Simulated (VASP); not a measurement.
Wanted: the native input for a VASP 6.6.1 run.

| Quantity | Value |
| --- | --- |
| Task | single point |
| Functional | PBE |
| Potentials or basis | VASP PAW PBE potentials, release 64 (Sn_d, Se, S) |
| Cutoff | 520 eV |
| k mesh | 6 × 6 × 6 |
| Occupations | gaussian, width 0.1 eV |
| Spin | no spin polarisation |
| Dipole correction | no |
| Further INCAR settings | ALGO = Normal; EDIFF = 1e-06; NBANDS = 39 |

The structure of Sn3Se2S lies in POSCAR:

```
Sn3Se2S
1.0
   -2.1206951000      2.1206951000      8.9848973000
    2.1206951000     -2.1206951000      8.9848973000
    2.1206951000      2.1206951000     -8.9848973000
Sn Se S
3 2 1
Direct
    0.8374760000      0.8374760000      0.0000000000
    0.5000000000      0.5000000000      0.0000000000
    0.1625240000      0.1625240000      0.0000000000
    0.6668000000      0.6668000000      0.0000000000
    0.3332000000      0.3332000000      0.0000000000
    0.0000000000      0.0000000000      0.0000000000
```

One way to write it, as run:

INCAR

```
  PREC = Accurate
  ENCUT = 520
  EDIFF = 1E-6
  ISMEAR = 0
  SIGMA = 0.1
  LREAL = False
  LASPH = True
  NELM = 80
  ALGO = Normal
  ISIF = 2
  LWAVE = False
  LCHARG = False
  GGA = PE
  NBANDS = 39
```

KPOINTS

```
regular mesh
0
Gamma
  6 6 6
```

Potentials or basis: VASP PAW PBE potentials, release 64 (Sn_d, Se, S).

The run is started by

```console
$ cat potpaw_PBE.64/Sn_d/POTCAR potpaw_PBE.64/Se/POTCAR potpaw_PBE.64/S/POTCAR > POTCAR
$ mpirun -np 1 vasp_std > vasp.out
```

Results of the run:

```
Pressure               : -0.2 GPa
Largest force          : 0.020 eV/Å
Band gap on the k mesh : 0.14 eV, direct
```

Caveat: spin-orbit coupling is left out, which moves the levels of the heavy elements.

Run time: 10 min on 1 thread of AMD EPYC 7R13, with other jobs on the host, peak memory 0.76 GiB.
